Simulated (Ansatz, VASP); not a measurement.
# NbSnS4 in VASP and in Ansatz

```
CELL_PARAMETERS angstrom
4.35659 0.00000 0.00000
0.00000 4.35659 0.00000
0.00000 0.00000 6.39034
ATOMIC_POSITIONS crystal
Nb 0.50000 0.50000 0.50000
Sn 0.00000 0.00000 0.00000
S 0.50000 0.00000 0.72732
S 0.00000 0.50000 0.27268
S 0.50000 0.00000 0.27268
S 0.00000 0.50000 0.72732
```

Change from the starting cell: species swapped into the CePrO4 type (P4/mmm, No. 123).

Alike in both runs: functional PBE; k mesh 4 × 4 × 4; occupations gaussian, width 0.1 eV; no spin polarisation.

Ansatz relaxed the structure, and its values are those at the end. VASP's run is a single point on that final structure, the one shown.

|  | VASP | Ansatz |
| --- | --- | --- |
| version | VASP 6.6.1 | Ansatz 0.2.0 |
| potentials or method | VASP PAW PBE potentials, release 64 (Nb_sv, Sn_d, S), cutoff 520 eV | scalar-relativistic, plane waves, PAW |
| valence electrons in the cell | 51 | 51 |

Ansatz gave:

| Item | Value |
| --- | --- |
| gap on the k mesh at the Fermi level (eV) | none |
| pressure (GPa) | 0.0 |
| rms of the force components (eV/Å) | 0.007 |

**Question.** Estimate VASP's values.

**Answer.** gap on the k mesh at the Fermi level (eV): none; pressure (GPa): -0.1; rms of the force components (eV/Å): 0.013.

A gap of «none» marks a metal or a gap that the smearing closes. With one functional, cell and mesh, what is left measures potentials, basis and numerics.

The k mesh is coarse, so the values compare programs but aren't converged.
